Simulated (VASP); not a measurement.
# AlNi3 in VASP: a series of runs, part 2 of 2

VASP 6.6.1.

## Step 6: Single point, PBEsol, collinear spin, ferromagnetic start (equal strain along all axes, cell held: +3.0 %)

The input, INCAR:

```
PREC = Accurate ; ENCUT = 520
EDIFF = 1E-6 ; ISMEAR = 0
SIGMA = 0.1 ; LREAL = False
LASPH = True ; NELM = 150
ALGO = Normal ; ISIF = 2
LWAVE = False ; LCHARG = False
ISPIN = 2 ; MAGMOM = 0 0.28 0.28 0.28
LORBIT = 11 ; LMAXMIX = 4
GGA = PS ; NBANDS = 28
```

The input, KPOINTS:

```
regular mesh
0
Gamma
  14 14 14
```

The input, POSCAR:

```
AlNi3
1.0
    3.6246650783      0.0000000000      0.0000000000
    0.0000000000      3.6246650783      0.0000000000
    0.0000000000      0.0000000000      3.6246650783
Al Ni
1 3
Direct
    0.0000000000      0.0000000000      0.0000000000
    0.0000000000      0.5000000000      0.5000000000
    0.5000000000      0.0000000000      0.5000000000
    0.5000000000      0.5000000000      0.0000000000
```

Potentials or basis: VASP PAW PBE potentials, release 64 (Al, Ni).

Command:

```bash
> cat potpaw_PBE.64/Al/POTCAR potpaw_PBE.64/Ni/POTCAR > POTCAR
> mpirun -np 1 vasp_std > vasp.out
```

OUTCAR:

```text
PREC = Accurate
   ENCUT = 520
   EDIFF = 1E-6
   ISMEAR = 0
   LREAL = False
   LASPH = True
   NELM = 150
   ISIF = 2
   ISPIN = 2
   LORBIT = 11
   GGA = PS

 ion  position               nearest neighbor table
   1  0.000  0.000  0.000-   2 2.56   3 2.56   4 2.56   2 2.56   3 2.56   2 2.56   4 2.56   2 2.56
                             3 2.56   4 2.56   3 2.56   4 2.56
   2  0.000  0.500  0.500-   1 2.56   3 2.56   4 2.56   1 2.56   4 2.56   1 2.56   3 2.56   1 2.56
                             3 2.56   4 2.56   4 2.56   3 2.56
   3  0.500  0.000  0.500-   1 2.56   2 2.56   4 2.56   1 2.56   4 2.56   2 2.56   4 2.56   4 2.56
                             1 2.56   2 2.56   1 2.56   2 2.56
   4  0.500  0.500  0.000-   1 2.56   2 2.56   3 2.56   2 2.56   3 2.56   1 2.56   3 2.56   3 2.56
                             1 2.56   2 2.56   2 2.56   1 2.56

  LATTYP: Found a simple cubic cell.
 ALAT       =     3.6246650783

  Lattice vectors:
[... 1702 lines left out ...]

  FORCE on cell =-STRESS in cart. coord.  units (eV):
  Direction    XX          YY          ZZ          XY          YZ          ZX
  --------------------------------------------------------------------------------------
  -------------------------------------------------------------------------------------
  Total       -4.2942163     -4.2942163     -4.2942163     -0.0000000     -0.0000000      0.0000000
  in kB     -144.4743824   -144.4743824   -144.4743824     -0.0000000     -0.0000000      0.0000000
  external PRESSURE =    -144.4743824 kB  Pullay stress =       0.0000000 kB

 VOLUME and BASIS-vectors are now :
 -----------------------------------------------------------------------------
  energy-cutoff  :      520.00
  volume of cell :       47.62
      direct lattice vectors                 reciprocal lattice vectors
     3.624665078  0.000000000  0.000000000     0.275887559  0.000000000  0.000000000
     0.000000000  3.624665078  0.000000000     0.000000000  0.275887559  0.000000000
     0.000000000  0.000000000  3.624665078     0.000000000  0.000000000  0.275887559

 POSITION                                       TOTAL-FORCE (eV/Angst)
 -----------------------------------------------------------------------------------
      0.00000      0.00000      0.00000         0.000000      0.000000      0.000000
      0.00000      1.81233      1.81233         0.000000      0.000000      0.000000
      1.81233      0.00000      1.81233         0.000000      0.000000      0.000000
      1.81233      1.81233      0.00000         0.000000      0.000000      0.000000
 -----------------------------------------------------------------------------------
    total drift:                                0.000000      0.000000      0.000000

  FREE ENERGIE OF THE ION-ELECTRON SYSTEM (eV)
  ---------------------------------------------------
  free  energy   TOTEN  =       -24.1031800472 eV

  energy  without entropy=      -24.0849442754  energy(sigma->0) =      -24.09406216

 total charge

# of ion       s       p       d       tot
------------------------------------------
    1        0.400   0.369   0.000   0.769
    2        0.474   0.474   8.358   9.305
    3        0.474   0.474   8.358   9.305
    4        0.474   0.474   8.358   9.305
--------------------------------------------------
tot          1.822   1.790  25.073  28.684

 magnetization (x)

# of ion       s       p       d       tot
------------------------------------------
    1       -0.001  -0.008   0.000  -0.008
    2       -0.003  -0.008   0.266   0.255
    3       -0.003  -0.008   0.266   0.255
    4       -0.003  -0.008   0.266   0.255
--------------------------------------------------
tot         -0.009  -0.033   0.799   0.757
```

OSZICAR:

```text
N       E                     dE             d eps       ncg     rms          rms(c)
DAV:   1     0.192241799483E+03    0.19224E+03   -0.13609E+04 13648   0.147E+03
DAV:   2    -0.166435578010E+02   -0.20889E+03   -0.19339E+03 13496   0.290E+02
DAV:   3    -0.285969831511E+02   -0.11953E+02   -0.11099E+02 14972   0.876E+01
DAV:   4    -0.288097272885E+02   -0.21274E+00   -0.21238E+00 15516   0.111E+01
DAV:   5    -0.288175489091E+02   -0.78216E-02   -0.78209E-02 15796   0.189E+00    0.201E+01
DAV:   6    -0.306412573422E+02   -0.18237E+01   -0.38245E+01 15556   0.109E+02    0.237E+01
DAV:   7    -0.241487711438E+02    0.64925E+01   -0.14593E+01 15972   0.597E+01    0.186E+00
DAV:   8    -0.241206038212E+02    0.28167E-01   -0.26305E-01 14200   0.327E+00    0.130E+00
DAV:   9    -0.240995694399E+02    0.21034E-01   -0.24646E-02 18736   0.204E+00    0.672E-01
DAV:  10    -0.241007590921E+02   -0.11897E-02   -0.19253E-03 15676   0.389E-01    0.508E-01
DAV:  11    -0.241026194383E+02   -0.18603E-02   -0.50166E-03 16724   0.124E+00    0.223E-01
DAV:  12    -0.241031742311E+02   -0.55479E-03   -0.77429E-04 16720   0.437E-01    0.491E-02
DAV:  13    -0.241031723521E+02    0.18790E-05   -0.20634E-05 14996   0.465E-02    0.432E-02
DAV:  14    -0.241031765841E+02   -0.42320E-05   -0.14992E-06  9720   0.185E-02    0.244E-02
DAV:  15    -0.241031801509E+02   -0.35667E-05   -0.39799E-06 10800   0.327E-02    0.405E-03
DAV:  16    -0.241031800472E+02    0.10362E-06   -0.69121E-07  7716   0.767E-03
   1 F= -.24103180E+02 E0= -.24094062E+02  d E =-.182358E-01  mag=     0.7126
```

Wall time 7.9 min (1 thread of Oxide Virtual Turin-like, shared host); peak memory 0.31 GiB.

Results:

- Free energy: -24.1032 eV
- Pressure: -14.4 GPa
- Net moment: 0.71 μB per cell
- Site moments: Al -0.01; Ni +0.26 μB
- Valence electrons inside the program's atomic spheres: Al 0.77; Ni 9.30

Caveat: the cell differs from its parent crystal (equal strain along all axes, cell held: +3.0 %); the cell stands under tension; the PAW data sets were made with another functional, which shifts forces and pressure a little.

## Step 7: The runs side by side

```tsv
cell	smearing	gap on the mesh (eV)	pressure (GPa)	moment (μB)
a = 3.519 Å, 4 atoms	gaussian 0.15 eV	none	0.1	0.56
a = 3.414, b = 3.563, c = 3.563 Å, 4 atoms	gaussian 0.1 eV	none	1.4	0.61
a = 3.554, b = 3.506, c = 3.506 Å, 4 atoms	gaussian 0.1 eV	none	-0.4	0.66
a = 3.589 Å, 4 atoms	gaussian 0.1 eV	none	-10.3	0.70
a = 3.625 Å, 4 atoms	gaussian 0.1 eV	none	-14.4	0.71
```

Alike in all rows: task single point; level PBEsol; potentials or basis VASP PAW PBE potentials, release 64 (Al, Ni); spin collinear, ferromagnetic start; k mesh 14 × 14 × 14; cutoff (eV) 520.

Caveats: the PAW data sets were made with another functional, which shifts forces and pressure a little; the cell stands under tension (at least some runs).

Absolute energies hang on the potentials; compare differences alone.
